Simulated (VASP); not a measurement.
# Si2Ni (Fm-3m) in VASP: a series of runs, part 3 of 3

VASP 6.6.1. The steps go on from the part before.

## (6) Single point, PBE

This run uses another cell than the first one, of 14.81 Å³/atom, 1.100 times its volume.

INCAR reads:

```
SYSTEM = Si2Ni
ALGO = Normal
EDIFF = 1E-6
ENCUT = 520
GGA = PE
ISIF = 2
ISMEAR = 0
LASPH = .TRUE.
LCHARG = .FALSE.
LREAL = .FALSE.
LWAVE = .FALSE.
NBANDS = 16
NELM = 60
PREC = Accurate
SIGMA = 0.1
```

KPOINTS reads:

```
k-points
0
G
  14 14 14
  0 0 0
```

POSCAR reads:

```
Si2Ni
1.0
    0.0000000000      2.8113447628      2.8113447628
    2.8113447628      0.0000000000      2.8113447628
    2.8113447628      2.8113447628      0.0000000000
Si Ni
2 1
Direct
    0.2500000000      0.2500000000      0.2500000000
    0.7500000000      0.7500000000      0.7500000000
    0.0000000000      0.0000000000      0.0000000000
```

Potentials or basis: VASP PAW PBE potentials, release 64 (Si, Ni).

The run is started by

```
$ cat potpaw_PBE.64/Si/POTCAR potpaw_PBE.64/Ni/POTCAR > POTCAR
$ mpirun -np 1 vasp_std > vasp.out
```

OUTCAR:

```text
SYSTEM = Si2Ni
   EDIFF = 1E-6
   ENCUT = 520
   GGA = PE
   ISIF = 2
   ISMEAR = 0
   LASPH = .TRUE.
   LREAL = .FALSE.
   NELM = 60
   PREC = Accurate

 ion  position               nearest neighbor table
   1  0.250  0.250  0.250-   3 2.43   3 2.43   3 2.43   3 2.43   2 2.81   2 2.81   2 2.81   2 2.81
                             2 2.81   2 2.81
   2  0.750  0.750  0.750-   3 2.43   3 2.43   3 2.43   3 2.43   1 2.81   1 2.81   1 2.81   1 2.81
                             1 2.81   1 2.81
   3  0.000  0.000  0.000-   2 2.43   1 2.43   2 2.43   1 2.43   2 2.43   2 2.43   1 2.43   1 2.43

  LATTYP: Found a face centered cubic cell.
 ALAT       =     5.6226895256

  Lattice vectors:

 A1 = (   0.0000000000,   2.8113447628,   2.8113447628)
 A2 = (   2.8113447628,   0.0000000000,   2.8113447628)
 A3 = (   2.8113447628,   2.8113447628,   0.0000000000)

Analysis of symmetry for initial positions (statically):
=====================================================================
 Subroutine PRICEL returns:
 Original cell was already a primitive cell.

 Routine SETGRP: Setting up the symmetry group for a
 face centered cubic supercell.

 Subroutine GETGRP returns: Found 48 space group operations
 (whereof 48 operations were pure point group operations)
 out of a pool of 48 trial point group operations.

The static configuration has the point symmetry O_h .

Analysis of symmetry for dynamics (positions and initial velocities):
=====================================================================
 Subroutine PRICEL returns:
 Original cell was already a primitive cell.

 Routine SETGRP: Setting up the symmetry group for a
 face centered cubic supercell.

 Subroutine GETGRP returns: Found 48 space group operations
 (whereof 48 operations were pure point group operations)
 out of a pool of 48 trial point group operations.

The dynamic configuration has the point symmetry O_h .

[... 118 lines left out ...]
   IMIX   =      4    mixing-type and parameters
     AMIX     =   0.40;   BMIX     =  1.00
     AMIX_MAG =   1.60;   BMIX_MAG =  1.00
  volume/ion in A,a.u.               =      14.81        99.96
  Fermi-wavevector in a.u.,A,eV,Ry     =   1.211272  2.288972 19.962183  1.467179
  Thomas-Fermi vector in A             =   2.346792
   LORBIT       =      0    0 simple, 1 ext, 2 COOP (PROOUT), +10 PAW based schemes
   GGA     = PE    functional components
   LHFCALC =     F    Hartree Fock is set to
   AEXX    =    0.0000 exact exchange contribution
   IVDW    =     0    specifies the selected vdW correction
   LEPSILON=     F    determine dielectric tensor
   LRPA    =     F    only Hartree local field effects (RPA)
 non-spin polarized calculation
 Gauss-broadening in eV      SIGMA  =   0.10
  energy-cutoff  :      520.00
  volume of cell :       44.44
 maximum number of plane-waves:      1243
 NGX is ok and might be reduce to    30
   NGX = 15   NGY = 15   NGZ = 15

 number of electron      18.0000001 magnetization

 Free energy of the ion-electron system (eV)
  ---------------------------------------------------
  ext. energy  EPLUGINS =         0.00000000
  ---------------------------------------------------
  free energy    TOTEN  =       -17.21796804 eV

  energy without entropy =      -17.21257538  energy(sigma->0) =      -17.21527171

 E-fermi :   8.6884     XC(G=0): -11.0539

 val. band max:        8.6834199399   @ k =   0.2857   0.2143   0.0714
 cond. band min:       8.6890926486   @ k =   0.3571   0.2143   0.0000
 fundamental gap:      0.0056727087
 Fermi energy:         8.6883798556

 k-point     1 :       0.0000    0.0000    0.0000
  band No.  band energies     occupation
      1      -3.9797      2.00000
      2       4.3221      2.00000
      3       4.3221      2.00000
      4       4.3221      2.00000
      5       5.8883      2.00000
      6       5.8883      2.00000
[... 433 lines left out ...]
      3       4.4557      2.00000
      4       4.5033      2.00000
      5       5.4066      2.00000
      6       5.9918      2.00000
[... 8 lines left out ...]
     15      15.6838      0.00000
     16      15.7983      0.00000

 [... further k-points ...]

------------------------ aborting loop because EDIFF is reached ----------------------------------------

  FORCE on cell =-STRESS in cart. coord.  units (eV):
  Direction    XX          YY          ZZ          XY          YZ          ZX
  --------------------------------------------------------------------------------------
  -------------------------------------------------------------------------------------
  Total       -3.1193409     -3.1193409     -3.1193409     -0.0000000     -0.0000000      0.0000000
  in kB     -112.4607832   -112.4607832   -112.4607832     -0.0000000     -0.0000000      0.0000000
  external PRESSURE =    -112.4607832 kB  Pullay stress =       0.0000000 kB

 VOLUME and BASIS-vectors are now :
 -----------------------------------------------------------------------------
  energy-cutoff  :      520.00
  volume of cell :       44.44
      direct lattice vectors                 reciprocal lattice vectors
     0.000000000  2.811344763  2.811344763    -0.177850830  0.177850830  0.177850830
     2.811344763  0.000000000  2.811344763     0.177850830 -0.177850830  0.177850830
     2.811344763  2.811344763  0.000000000     0.177850830  0.177850830 -0.177850830

 POSITION                                       TOTAL-FORCE (eV/Angst)
 -----------------------------------------------------------------------------------
      1.40567      1.40567      1.40567        -0.000000      0.000000     -0.000000
      4.21702      4.21702      4.21702        -0.000000     -0.000000      0.000000
      0.00000      0.00000      0.00000         0.000000      0.000000      0.000000
 -----------------------------------------------------------------------------------
    total drift:                                0.000000     -0.000000     -0.000000

  FREE ENERGIE OF THE ION-ELECTRON SYSTEM (eV)
  ---------------------------------------------------
  free  energy   TOTEN  =       -17.2179680353 eV

  energy  without entropy=      -17.2125753827  energy(sigma->0) =      -17.21527171
```

OSZICAR:

```text
N       E                     dE             d eps       ncg     rms          rms(c)
DAV:   1     0.620626715801E+02    0.62063E+02   -0.76319E+03  3344   0.111E+03
DAV:   2    -0.158512688398E+02   -0.77914E+02   -0.71504E+02  3640   0.206E+02
DAV:   3    -0.190448540258E+02   -0.31936E+01   -0.31331E+01  4424   0.456E+01
DAV:   4    -0.190993763291E+02   -0.54522E-01   -0.54501E-01  3880   0.562E+00
DAV:   5    -0.191008597213E+02   -0.14834E-02   -0.14833E-02  4360   0.995E-01    0.155E+01
DAV:   6    -0.251059307687E+02   -0.60051E+01   -0.43409E+01  3384   0.150E+02    0.272E+01
DAV:   7    -0.174760226388E+02    0.76299E+01   -0.12984E+01  4136   0.913E+01    0.456E+00
DAV:   8    -0.172421655495E+02    0.23386E+00   -0.19102E+00  4384   0.231E+01    0.230E+00
DAV:   9    -0.172201846020E+02    0.21981E-01   -0.27914E-01  4040   0.750E+00    0.695E-01
DAV:  10    -0.172179638911E+02    0.22207E-02   -0.82188E-03  4920   0.155E+00    0.357E-01
DAV:  11    -0.172179589938E+02    0.48973E-05   -0.12202E-03  3728   0.312E-01    0.588E-02
DAV:  12    -0.172179614798E+02   -0.24861E-05   -0.69916E-05  5280   0.120E-01    0.276E-02
DAV:  13    -0.172179674740E+02   -0.59942E-05   -0.32363E-05  3672   0.777E-02    0.717E-03
DAV:  14    -0.172179680353E+02   -0.56125E-06   -0.25698E-06  4040   0.108E-02
   1 F= -.17217968E+02 E0= -.17215272E+02  d E =-.539265E-02
```

stdout:

```text
POSCAR found type information on POSCAR SiNi
 POSCAR found :  2 types and       3 ions
 scaLAPACK will be used
 LDA part: xc-table for (Slater+PW92), standard interpolation
 POSCAR, INCAR and KPOINTS ok, starting setup
 FFT: planning ... GRIDC
 FFT: planning ... GRID_SOFT
 FFT: planning ... GRID
 WAVECAR not read
 entering main loop
```

Run time: 40 s. Hardware: 1 thread of AMD EPYC 9R45 (Zen 5), shared host; peak memory 0.18 GiB.

What came out:

| Property | Result |
| --- | --- |
| Free energy | -17.2180 eV |
| Pressure | -11.2 GPa |
| Band gap on the k mesh | zero (band 9 reaches 10.35 eV, above the bottom of band 10 at 8.07 eV) |

Spin polarisation is off, so any magnetic state and its effect on volume and gap are missing.

## (7) The runs side by side

```csv
cell,gap on the mesh (eV),pressure (GPa)
"a = 3.852 Å, angles 60.0°, 3 atoms",none,-0.1
"a = 3.890 Å, angles 60.0°, 3 atoms",none,-4.1
"a = 3.927 Å, angles 60.0°, 3 atoms",none,-7.5
"a = 3.976 Å, angles 60.0°, 3 atoms",none,-11.2
```

Alike in all rows: task single point; level PBE; potentials or basis VASP PAW PBE potentials, release 64 (Si, Ni); no spin polarisation; k mesh 14 × 14 × 14; cutoff (eV) 520; smearing gaussian 0.1 eV.

Total energies depend on the potentials used, so only differences within one code and one set of settings carry meaning.
